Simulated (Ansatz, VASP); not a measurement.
Two plane-wave programs on CaO

File INCAR:

```
  ALGO = Normal
  EDIFF = 1E-6
  ENCUT = 520
  GGA = PE
  ISIF = 2
  ISMEAR = -1
  LASPH = True
  LCHARG = True
  LELF = True
  LREAL = False
  LVHAR = True
  LWAVE = False
  NBANDS = 15
  NELM = 60
  PREC = Accurate
  SIGMA = 0.02
```

The input KPOINTS:

```
k-points
0
Gamma
  8 8 8
```

POSCAR

```
CaO
1.0
    2.9943697263      0.0000000000      0.0000000000
    0.0000000000      2.9032089648      0.0000000000
    0.0000000000      0.0000000000      2.9032089648
Ca O
1 1
Direct
    0.0000000000      0.0000000000      0.0000000000
    0.5000000000      0.5000000000      0.5000000000
```

Input for Ansatz:

```yaml
crystal:
  lattice:
    - [2.9943697263, 0.0, 0.0]
    - [0.0, 2.9032089648, 0.0]
    - [0.0, 0.0, 2.9032089648]
  atoms:
    - { symbol: Ca, position: [0.0, 0.0, 0.0] }
    - { symbol: O, position: [0.5, 0.5, 0.5] }
kpoints:
  mp_grid: { grid: [8, 8, 8] }
  band_path:
    path: [[0.0, 0.0, 0.0], [0.0, 0.5, 0.0], [0.5, 0.5, 0.0], [0.5, 0.5, 0.5]]
    npoints: 1
hamiltonian:
  xc: pbe
scf:
  occupations: { method: fermi_dirac, width: 0.02 }
  n_extra_bands: 4
output:
  forces: true
  stress: true
  eigenvalues: true
```

Change from the starting cell: uniaxial_x strain +3.1%.

Alike in both runs: task single point; functional PBE; k mesh 8 × 8 × 8; occupations fermi-dirac, width 0.02 eV; no spin polarisation.

|  | VASP | Ansatz |
| --- | --- | --- |
| version | VASP 6.6.1 | Ansatz 0.2.0 |
| potentials or method | VASP PAW PBE potentials, release 64 (Ca_sv, O) | plane waves, PAW |
| plane-wave cutoff (eV) | 520 | 420 |
| valence electrons in the cell | 16 | 16 |

```csv
,VASP,Ansatz,Ansatz less VASP
gap on the k mesh at the Fermi level (eV),2.67,2.68,+0.014
pressure (GPa),0.7,0.1,-0.58
"traceless stress, the component that is largest in VASP (GPa)",-7.81,-7.80,+0.011
```

The functional is the same, so the differences come from potentials, cutoffs and numerics.
